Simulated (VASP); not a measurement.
A run of VASP 6.6.1 is set up as follows.

Contents of INCAR:

```
SYSTEM = C4N
PREC = Accurate
ENCUT = 520
EDIFF = 1E-6
ISMEAR = 0
SIGMA = 0.1
LREAL = .FALSE.
LASPH = .TRUE.
NELM = 80
ALGO = Normal
ISIF = 2
LWAVE = .FALSE.
LCHARG = .FALSE.
GGA = PE
NBANDS = 18
```

Contents of KPOINTS:

```
regular mesh
0
G
  6 6 6
  0 0 0
```

File POSCAR:

```
C4N
1.0
   -2.1005590267      2.1005590267      2.1005590267
    2.1005590267     -2.1005590267      2.1005590267
    2.1005590267      2.1005590267     -2.1005590267
C N
4 1
Direct
    0.0000000000      0.0000000000      0.5000000000
    0.0000000000      0.5000000000      0.0000000000
    0.5000000000      0.0000000000      0.0000000000
    0.5000000000      0.5000000000      0.5000000000
    0.0000000000      0.0000000000      0.0000000000
```

Potentials or basis: VASP PAW PBE potentials, release 64 (C, N).

Command:

```console
$ cat potpaw_PBE.64/C/POTCAR potpaw_PBE.64/N/POTCAR > POTCAR
$ mpirun -np 1 vasp_std > vasp.out
```

Q: Predict the pressure.

A: 0.0 GPa.
